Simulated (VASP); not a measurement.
# Si53N (a cell with a defect) in VASP: single point with PBE

Aim: the single point of Si53N (a cell with a defect) with PBE.

Everything below comes from runs of VASP 6.6.1. Logs are shortened: lines on timing, memory, paths and dates and some standing lists are left out, and cuts for length are marked.

## 1. The cell of the first run

The cell holds a defect, 54 atoms: a = 11.513 Å, b = 11.513 Å, c = 11.513 Å, α = 60.00°, β = 60.00°, γ = 60.00°.

## 2. Single point, PBE

Contents of INCAR:

```
SYSTEM = Si53N
ALGO = Normal
EDIFF = 1E-7
ENCUT = 520
GGA = PE
ISIF = 2
ISMEAR = -1
LASPH = .True.
LCHARG = .False.
LREAL = Auto
LWAVE = .False.
NBANDS = 142
NELECT = 216.0
NELM = 80
PREC = Accurate
SIGMA = 0.01
```

Contents of KPOINTS:

```
k-points
0
Gamma
  2 2 2
  0 0 0
```

Contents of POSCAR:

```
Si53N
1.0
    0.0000000000      8.1406800000      8.1406800000
    8.1406800000      0.0000000000      8.1406800000
    8.1406800000      8.1406800000      0.0000000000
N Si
1 53
Direct
    0.2500000000      0.2500000000      0.2500000000
    0.2509862540      0.2509862540      0.5764951817
    0.2509862540      0.2509862540      0.9215323102
    0.2509862540      0.5764951817      0.2509862540
    0.2503066299      0.5832311234      0.5832311234
    0.2509862540      0.5764951817      0.9215323102
    0.2509862540      0.9215323102      0.2509862540
    0.2509862540      0.9215323102      0.5764951817
    0.2503601431      0.9165466190      0.9165466190
    0.5764951817      0.2509862540      0.2509862540
    0.5832311234      0.2503066299      0.5832311234
    0.5764951817      0.2509862540      0.9215323102
    0.5832311234      0.5832311234      0.2503066299
    0.5832311234      0.5832311234      0.5832311234
    0.5832901222      0.5832901222      0.9167098778
    0.5764951817      0.9215323102      0.2509862540
    0.5832901222      0.9167098778      0.5832901222
    0.5832901222      0.9167098778      0.9167098778
    0.9215323102      0.2509862540      0.2509862540
    0.9215323102      0.2509862540      0.5764951817
    0.9165466190      0.2503601431      0.9165466190
    0.9215323102      0.5764951817      0.2509862540
    0.9167098778      0.5832901222      0.5832901222
    0.9167098778      0.5832901222      0.9167098778
    0.9165466190      0.9165466190      0.2503601431
    0.9167098778      0.9167098778      0.5832901222
    0.9165466190      0.9165466190      0.9165466190
    0.1769926136      0.1769926136      0.1769926136
    0.1769926136      0.1769926136      0.4690221591
    0.1662885621      0.1662885621      0.8337114379
    0.1769926136      0.4690221591      0.1769926136
    0.1666549116      0.5002029209      0.5002029209
    0.1666549116      0.5002029209      0.8329392467
    0.1662885621      0.8337114379      0.1662885621
    0.1666549116      0.8329392467      0.5002029209
    0.1662885621      0.8337114379      0.8337114379
    0.4690221591      0.1769926136      0.1769926136
    0.5002029209      0.1666549116      0.5002029209
    0.5002029209      0.1666549116      0.8329392467
    0.5002029209      0.5002029209      0.1666549116
    0.5000000000      0.5000000000      0.5000000000
    0.5002029209      0.5002029209      0.8329392467
    0.5002029209      0.8329392467      0.1666549116
    0.5002029209      0.8329392467      0.5002029209
    0.5004064305      0.8331978565      0.8331978565
    0.8337114379      0.1662885621      0.1662885621
    0.8329392467      0.1666549116      0.5002029209
    0.8337114379      0.1662885621      0.8337114379
    0.8329392467      0.5002029209      0.1666549116
    0.8329392467      0.5002029209      0.5002029209
    0.8331978565      0.5004064305      0.8331978565
    0.8337114379      0.8337114379      0.1662885621
    0.8331978565      0.8331978565      0.5004064305
    0.8331978565      0.8331978565      0.8331978565
```

Potentials or basis: VASP PAW PBE potentials, release 64 (N, Si).

On the command line:

```sh
$ cat potpaw_PBE.64/N/POTCAR potpaw_PBE.64/Si/POTCAR > POTCAR
$ mpirun -np 1 vasp_std > vasp.out
```

OUTCAR:

```text
SYSTEM = Si53N
   EDIFF = 1E-7
   ENCUT = 520
   GGA = PE
   ISIF = 2
   ISMEAR = -1
   LASPH = .True.
   LREAL = Auto
   NELECT = 216.0
   NELM = 80
   PREC = Accurate

 ion  position               nearest neighbor table
   1  0.250  0.250  0.250-  29 2.06  31 2.06  37 2.06  28 2.06
   2  0.251  0.251  0.576-  32 2.34  38 2.34  29 2.41  30 2.42
   3  0.251  0.251  0.922-  33 2.34  39 2.34  28 2.41  30 2.42
   4  0.251  0.576  0.251-  32 2.34  40 2.34  31 2.41  34 2.42
   5  0.250  0.583  0.583-  41 2.35  32 2.35  33 2.35  35 2.35
   6  0.251  0.576  0.922-  33 2.34  42 2.34  31 2.41  36 2.42
[... 46 lines left out ...]
  53  0.833  0.833  0.500-  17 2.35  23 2.35  26 2.35  25 2.35
  54  0.833  0.833  0.833-  18 2.35  24 2.35  26 2.35  27 2.35

  LATTYP: Found a face centered cubic cell.
 ALAT       =    16.2813600000

  Lattice vectors:

 A1 = (   0.0000000000,   8.1406800000,   8.1406800000)
 A2 = (   8.1406800000,   0.0000000000,   8.1406800000)
 A3 = (   8.1406800000,   8.1406800000,   0.0000000000)

Analysis of symmetry for initial positions (statically):
=====================================================================
 Subroutine PRICEL returns:
 Original cell was already a primitive cell.

 Routine SETGRP: Setting up the symmetry group for a
 face centered cubic supercell.

 Subroutine GETGRP returns: Found 24 space group operations
 (whereof 24 operations were pure point group operations)
 out of a pool of 48 trial point group operations.

The static configuration has the point symmetry T_d .

Analysis of symmetry for dynamics (positions and initial velocities):
=====================================================================
 Subroutine PRICEL returns:
 Original cell was already a primitive cell.

 Routine SETGRP: Setting up the symmetry group for a
 face centered cubic supercell.

 Subroutine GETGRP returns: Found 24 space group operations
 (whereof 24 operations were pure point group operations)
 out of a pool of 48 trial point group operations.

The dynamic configuration has the point symmetry T_d .

 Subroutine INISYM returns: Found 24 space group operations
 (whereof 24 operations are pure point group operations),
 and found     1 'primitive' translations

----------------------------------------------------------------------------------------

                                     Primitive cell

  volume of cell :    1078.9766

  direct lattice vectors                    reciprocal lattice vectors
     0.000000000  8.140680000  8.140680000    -0.061419931  0.061419931  0.061419931
     8.140680000  0.000000000  8.140680000     0.061419931 -0.061419931  0.061419931
     8.140680000  8.140680000  0.000000000     0.061419931  0.061419931 -0.061419931

  length of vectors
    11.512660063 11.512660063 11.512660063     0.106382440  0.106382440  0.106382440

  position of ions in fractional coordinates (direct lattice)
     0.250000000  0.250000000  0.250000000
     0.250986254  0.250986254  0.576495182
     0.250986254  0.250986254  0.921532310
     0.250986254  0.576495182  0.250986254
     0.250306630  0.583231123  0.583231123
     0.250986254  0.576495182  0.921532310
[... 46 lines left out ...]
     0.833197857  0.833197857  0.500406430
     0.833197857  0.833197857  0.833197857

  ion indices of the primitive-cell ions
   primitive index   ion index
                 1           1
                 2           2
                 3           3
                 4           4
                 5           5
                 6           6
[... 46 lines left out ...]
                53          53
                54          54

----------------------------------------------------------------------------------------

 KPOINTS: k-points

Automatic generation of k-mesh.
 Grid dimensions read from file:
 generate k-points for:    2    2    2

 Generating k-lattice:

  Cartesian coordinates                     Fractional coordinates (reciprocal lattice)
    -0.030709965  0.030709965  0.030709965     0.500000000  0.000000000  0.000000000
     0.030709965 -0.030709965  0.030709965     0.000000000  0.500000000  0.000000000
     0.030709965  0.030709965 -0.030709965     0.000000000  0.000000000  0.500000000

  Length of vectors
     0.053191220  0.053191220  0.053191220

  Shift w.r.t. Gamma in fractional coordinates (k-lattice)
     0.000000000  0.000000000  0.000000000

 Subroutine IBZKPT returns following result:
 ===========================================

 Found      3 irreducible k-points:

 Following reciprocal coordinates:
            Coordinates               Weight
  0.000000  0.000000  0.000000      1.000000
  0.500000  0.000000  0.000000      4.000000
  0.500000  0.500000  0.000000      3.000000
   k-points           NKPTS =      3   k-points in BZ     NKDIM =      3   number of bands    NBANDS=    142
   number of dos      NEDOS =    301   number of ions     NIONS =     54
   total plane-waves  NPLWV = 729000
   dimension x,y,z NGX =    90 NGY =   90 NGZ =   90
   dimension x,y,z NGXF=   180 NGYF=  180 NGZF=  180
   ions per type =               1  53
   NGX,Y,Z   is equivalent  to a cutoff of  13.00, 13.00, 13.00 a.u.
   NGXF,Y,Z  is equivalent  to a cutoff of  25.99, 25.99, 25.99 a.u.
 SYSTEM =  Si53N
   PREC   = accura    normal or accurate (medium, high low for compatibility)
   ISTART =      0    job   : 0-new  1-cont  2-samecut
   ICHARG =      2    charge: 1-file 2-atom 10-const
   ISPIN  =      1    spin polarized calculation?
   LNONCOLLINEAR =      F non collinear calculations
   LSORBIT =      F    spin-orbit coupling
   LASPH  =      T    aspherical Exc in radial PAW
   ENCUT  =  520.0 eV  38.22 Ry    6.18 a.u.  21.41 21.41 21.41*2*pi/ulx,y,z
   NELM   =     80;   NELMIN=  2; NELMDL= -5     # of ELM steps
   EDIFF  = 0.1E-06   stopping-criterion for ELM
   LREAL  =      T    real-space projection
   EDIFFG = 0.1E-05   stopping-criterion for IOM
   NSW    =      0    number of steps for IOM
   IBRION =     -1    ionic relax: 0-MD 1-quasi-New 2-CG
   NFREE  =      0    steps in history (QN), initial steepest desc. (CG)
   ISIF   =      2    stress and relaxation
   ISYM   =      2    0-nonsym 1-usesym 2-fastsym
   POTIM  = 0.5000    time-step for ionic-motion
   TEBEG  =    0.0;   TEEND  =   0.0 temperature during run
   PSTRESS=    0.0 pullay stress
   NELECT =     216.0000    total number of electrons
   NUPDOWN=      -1.0000    fix difference up-down
   EMIN   =  10.00;   EMAX   =-10.00  energy-range for DOS
   EFERMI =   0.00;   METHOD = LEGACY
   ISMEAR =    -1;   SIGMA  =   0.01  broadening in eV -4-tet -1-fermi 0-gaus
   EFERMI_NEDOS =   21; number of points for ismear=-14 and -15
   IALGO  =     38    algorithm
   IMIX   =      4    mixing-type and parameters
     AMIX     =   0.40;   BMIX     =  1.00
     AMIX_MAG =   1.60;   BMIX_MAG =  1.00
  volume/ion in A,a.u.               =      19.98       134.84
  Fermi-wavevector in a.u.,A,eV,Ry     =   0.957684  1.809760 12.478691  0.917158
  Thomas-Fermi vector in A             =   2.086724
   LORBIT       =      0    0 simple, 1 ext, 2 COOP (PROOUT), +10 PAW based schemes
   GGA     = PE    functional components
   LHFCALC =     F    Hartree Fock is set to
   AEXX    =    0.0000 exact exchange contribution
   IVDW    =     0    specifies the selected vdW correction
   LEPSILON=     F    determine dielectric tensor
   LRPA    =     F    only Hartree local field effects (RPA)
 non-spin polarized calculation
  energy-cutoff  :      520.00
  volume of cell :     1078.98
 maximum number of plane-waves:     29123
 NGX is ok and might be reduce to    90
   NGX = 43   NGY = 43   NGZ = 43

 number of electron     216.0000006 magnetization

 Free energy of the ion-electron system (eV)
  ---------------------------------------------------
  ext. energy  EPLUGINS =         0.00000000
  ---------------------------------------------------
  free energy    TOTEN  =      -299.60113821 eV

  energy without entropy =     -299.59636434  energy(sigma->0) =     -299.59875127

 E-fermi :   5.7462     XC(G=0):  -9.3752

 val. band max:        5.7392770031   @ k =   0.0000   0.0000   0.0000
 cond. band min:       5.9103284021   @ k =   0.5000   0.0000   0.0000
 fundamental gap:      0.1710513990
 Fermi energy:         5.7462084595

 k-point     1 :       0.0000    0.0000    0.0000
  band No.  band energies     occupation
      1     -10.4147      2.00000
      2      -6.0381      2.00000
      3      -4.8162      2.00000
      4      -4.8162      2.00000
      5      -4.8162      2.00000
      6      -4.7527      2.00000
[... 112 lines left out ...]
    119       7.2425      0.00000
    120       7.2425      0.00000

 k-point     2 :       0.5000    0.0000    0.0000
  band No.  band energies     occupation
      1     -10.4146      2.00000
      2      -5.7629      2.00000
      3      -5.6321      2.00000
      4      -4.8780      2.00000
      5      -4.8780      2.00000
      6      -4.8189      2.00000
[... 112 lines left out ...]
    119       7.7414      0.00000
    120       7.8022      0.00000

 k-point     3 :       0.5000    0.5000    0.0000
  band No.  band energies     occupation
      1     -10.4146      2.00000
      2      -5.6373      2.00000
      3      -5.5462      2.00000
      4      -5.1916      2.00000
      5      -5.1916      2.00000
      6      -5.1522      2.00000
[... 112 lines left out ...]
    119       7.8734      0.00000
    120       7.8880      0.00000
 [bands above 120 left out]

------------------------ aborting loop because EDIFF is reached ----------------------------------------

  FORCE on cell =-STRESS in cart. coord.  units (eV):
  Direction    XX          YY          ZZ          XY          YZ          ZX
  --------------------------------------------------------------------------------------
  -------------------------------------------------------------------------------------
  Total       -8.8517572     -8.8517572     -8.8517572      0.0000000     -0.0000000      0.0000000
  in kB      -13.1440145    -13.1440145    -13.1440145      0.0000000     -0.0000000      0.0000000
  external PRESSURE =     -13.1440145 kB  Pullay stress =       0.0000000 kB

 VOLUME and BASIS-vectors are now :
 -----------------------------------------------------------------------------
  energy-cutoff  :      520.00
  volume of cell :     1078.98
      direct lattice vectors                 reciprocal lattice vectors
     0.000000000  8.140680000  8.140680000    -0.061419931  0.061419931  0.061419931
     8.140680000  0.000000000  8.140680000     0.061419931 -0.061419931  0.061419931
     8.140680000  8.140680000  0.000000000     0.061419931  0.061419931 -0.061419931

 POSITION                                       TOTAL-FORCE (eV/Angst)
 -----------------------------------------------------------------------------------
      4.07034      4.07034      4.07034         0.000000     -0.000000      0.000000
      6.73626      6.73626      4.08640         0.016122      0.016122      0.003909
      9.54510      9.54510      4.08640        -0.016122     -0.016122      0.003909
      6.73626      4.08640      6.73626         0.016122      0.003909      0.016122
      9.49580      6.78556      6.78556        -0.012476      0.012476      0.012476
     12.19496      9.54510      6.73626        -0.003909     -0.016122      0.016122
[... 46 lines left out ...]
     10.85645     10.85645     13.56559        -0.014080     -0.014080      0.014080
     13.56559     13.56559     13.56559         0.014080      0.014080      0.014080
 -----------------------------------------------------------------------------------
    total drift:                               -0.000000     -0.000000     -0.000000

  FREE ENERGIE OF THE ION-ELECTRON SYSTEM (eV)
  ---------------------------------------------------
  free  energy   TOTEN  =      -299.6011382072 eV

  energy  without entropy=     -299.5963643374  energy(sigma->0) =     -299.59875127
```

Run time: 74 min. Hardware: 1 thread of Intel Xeon 8259CL, shared host; peak memory 1.4 GiB.

Results:

```
Free energy   : -299.6011 eV
Largest force : 0.024 eV/Å
```

Forces on the atoms (eV/Å):
```
N    0.000  0.000  0.000
Si   0.016  0.016  0.004
Si  -0.016 -0.016  0.004
Si   0.016  0.004  0.016
Si  -0.012  0.012  0.012
Si  -0.004 -0.016  0.016
Si  -0.016  0.004 -0.016
Si  -0.004  0.016 -0.016
Si   0.009 -0.009 -0.009
Si   0.004  0.016  0.016
Si   0.012 -0.012  0.012
Si  -0.016 -0.004  0.016
Si   0.012  0.012 -0.012
Si  -0.012 -0.012 -0.012
Si   0.000  0.000 -0.004
Si  -0.016  0.016 -0.004
Si   0.000 -0.004  0.000
Si   0.004  0.000  0.000
Si   0.004 -0.016 -0.016
Si   0.016 -0.004 -0.016
Si  -0.009  0.009 -0.009
Si   0.016 -0.016 -0.004
Si  -0.004  0.000  0.000
Si   0.000  0.004  0.000
Si  -0.009 -0.009  0.009
Si   0.000  0.000  0.004
Si   0.009  0.009  0.009
Si  -0.004 -0.004 -0.004
Si   0.004  0.004 -0.004
Si   0.000  0.000 -0.014
Si   0.004 -0.004  0.004
Si   0.004  0.007  0.007
Si  -0.007 -0.004  0.007
Si   0.000 -0.014  0.000
Si  -0.007  0.007 -0.004
Si   0.014  0.000  0.000
Si  -0.004  0.004  0.004
Si   0.007  0.004  0.007
Si  -0.004 -0.007  0.007
Si   0.007  0.007  0.004
Si   0.000  0.000  0.000
Si  -0.007 -0.007  0.004
Si  -0.004  0.007 -0.007
Si  -0.007  0.004 -0.007
Si   0.014 -0.014 -0.014
Si  -0.014  0.000  0.000
Si   0.007 -0.007 -0.004
Si   0.000  0.014  0.000
Si   0.007 -0.004 -0.007
Si   0.004 -0.007 -0.007
Si  -0.014  0.014 -0.014
Si   0.000  0.000  0.014
Si  -0.014 -0.014  0.014
Si   0.014  0.014  0.014
```

Levels at points of the mesh, in eV from the Fermi level:
| k point | band 105 | band 106 | band 107 | band 108 | band 109 | band 110 | band 111 | band 112 |
| --- | --- | --- | --- | --- | --- | --- | --- | --- |
| (0.00, 0.00, 0.00) | -0.83 | -0.53 | -0.01 | -0.01 | -0.01 | 0.76 | 0.76 | 0.76 |
| (0.50, 0.00, 0.00) | -0.51 | -0.51 | -0.37 | -0.37 | 0.16 | 0.98 | 0.98 | 1.11 |
| (0.50, 0.50, 0.00) | -0.66 | -0.66 | -0.56 | -0.40 | 0.44 | 0.69 | 1.04 | 1.19 |

Caveat: the cell carries a net charge on a neutralising background, which shifts energy and pressure; the cell is charged against a uniform background, so pressure and absolute levels hang on convention.
